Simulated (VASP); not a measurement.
The system is Be3TeSe2.

```
Be Te Se
1.0
    -0.02513   -0.02365   -5.44049
     1.90533   -5.64753    2.70402
    -7.68008   -0.03638   -0.03564
Be Te Se
6 2 4
Cartesian
  -5.6268 -3.6745 -1.3646
  -2.0234 -3.7120 -1.3061
  -3.7412 -2.1999 -4.0651
  0.1367 -1.7628 -4.1227
  -6.2100 0.0144 -1.6077
  -2.0612 -0.0526 -1.3200
  -3.6419 -0.0905 -5.3435
  -5.6800 -5.7723 -2.6448
  -5.7872 -1.8864 -2.6929
  -2.0437 -2.1042 -2.8047
  -3.7510 -3.7464 -0.1505
  -0.1527 -3.6642 -0.0926
```

```yaml
Program: VASP 6.6.1
Task: relaxation of cell and atoms
Functional: PBE
Potentials_or_basis: VASP PAW PBE potentials, release 64 (Be, Te, Se)
Cutoff: 600 eV
k_mesh: 4 × 4 × 2
Occupations: gaussian, width 0.1 eV
Spin: no spin polarisation
```

At the start: pressure 2.4 GPa; volume 19.74 Å³/atom.

Question: Where does the relaxation end?

Answer: Over 16 steps the energy falls by 257.8 meV/atom and the volume is 19.12 Å³/atom (-3.1 %); space group P1 (No. 1, to 0.1 Å) before, Imm2 (No. 44, to 0.1 Å).

Step by step:
```csv
step,energy change (eV),largest force (eV/Å),pressure (GPa),volume (Å³)
1,0.0000,4.9151,2.35,236.83
2,-1.9832,1.3266,-2.97,246.77
3,-1.9857,1.3598,-3.08,247.27
4,-2.5763,1.2623,-0.76,234.91
5,-2.7267,1.2533,1.77,225.47
6,-2.9796,0.5041,0.78,227.09
7,-2.9815,0.4845,0.73,227.23
8,-3.0494,0.2518,-0.37,230.70
9,-3.0534,0.2235,-0.68,231.78
10,-3.0744,0.1512,0.03,229.40
11,-3.0758,0.1543,0.26,228.65
12,-3.0843,0.1218,0.07,229.28
13,-3.0868,0.1558,-0.09,229.85
14,-3.0917,0.0736,-0.05,229.74
15,-3.0920,0.0774,-0.04,229.71
16,-3.0934,0.0228,0.04,229.38
```

Final structure:
```
Be Te Se
1.0
    -0.00019   -0.00002   -5.32277
     1.90001   -5.67002    2.66102
    -7.60057    0.00069   -0.00035
Be Te Se
6 2 4
Direct
  0.56013 0.64737 0.91173
  0.56074 0.64800 0.41175
  0.91266 0.35204 0.58767
  0.91312 0.35232 0.08777
  0.27627 0.99998 0.75043
  0.27724 0.00031 0.25059
  0.00034 0.00014 0.50037
  0.00005 0.99968 0.00059
  0.66835 0.33727 0.83401
  0.66902 0.33787 0.33412
  0.33089 0.66234 0.66540
  0.33119 0.66268 0.16557
```

Caveat: the k points lie up to 0.44 Å⁻¹ apart in the final cell.
